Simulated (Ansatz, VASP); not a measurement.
**RbBr in VASP and in Ansatz**

```
CELL_PARAMETERS angstrom
4.12608 0.00000 0.00000
0.00000 4.12608 0.00000
0.00000 0.00000 4.12608
ATOMIC_POSITIONS crystal
Rb 0.00000 0.00000 0.00000
Br 0.50000 0.50000 0.50000
```

Alike in both runs: task single point; functional PBE; k mesh 7 × 7 × 7; occupations gaussian, width 0.02 eV; no spin polarisation.

```csv
,VASP,Ansatz
version,VASP 6.6.1,Ansatz 0.2.0
potentials or method,"VASP PAW PBE potentials, release 64 (Rb_sv, Br), cutoff 520 eV","all-electron LAPW, scalar-relativistic"
```

```csv
,VASP,Ansatz,Ansatz less VASP
gap on the k mesh at the Fermi level (eV),4.10,4.11,+0.003
least direct gap on the mesh (eV),4.23,4.24,+0.002
pressure (GPa),0.8,0.8,-0.03
```

Ansatz ran all-electron here, and VASP with PAW potentials.
